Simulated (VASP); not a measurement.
## SnSe: single point with PBE

The system is SnSe, a slab with vacuum.

```xyz
4
Lattice="4.2853 0.0000 0.0000 0.0000 4.2853 0.0000 0.0000 0.0000 10.9907" Properties=species:S:1:pos:R:3 pbc="T T T"
Sn    0.0000    2.1427    6.8996
Sn    2.1427    0.0000    4.0911
Se    0.0000    2.1427    4.2200
Se    2.1427    0.0000    6.7707
```

* Program: VASP 6.6.1
* Task: single point
* Functional: PBE
* Potentials or basis: VASP PAW PBE potentials, release 64 (Sn_d, Se)
* Cutoff: 520 eV
* k mesh: 6 × 6 × 3
* Occupations: fermi-dirac, width 0.05 eV
* Spin: no spin polarisation

| Property | Result |
| --- | --- |
| Largest force | 0.265 eV/Å |
| Band gap on the k mesh | 1.52 eV, direct |

Forces in eV/Å, atoms in the order of the input:
```
Sn   0.000  0.000  0.154
Sn   0.000  0.000 -0.154
Se   0.000  0.000 -0.265
Se   0.000  0.000  0.265
```

Levels at points of the mesh, in eV from the valence-band top:
| k point | band 18 | band 19 | band 20 | band 21 | band 22 | band 23 |
| --- | --- | --- | --- | --- | --- | --- |
| (0.00, 0.00, 0.00) | -1.64 | -1.64 | -0.23 | 1.69 | 3.63 | 3.85 |
| (0.50, 0.00, 0.00) | -1.46 | -0.17 | -0.17 | 1.60 | 1.60 | 2.15 |
| (0.50, 0.50, 0.00) | -3.14 | -1.62 | -1.62 | 3.74 | 3.74 | 4.76 |

Wall time 80 s on 1 thread of Intel(R) Xeon(R) Platinum 8375C CPU @ 2.90GHz (Ice Lake), with other jobs on the host, peak memory 0.33 GiB.

Caveat: spin-orbit coupling is left out, which moves the levels of the heavy elements.
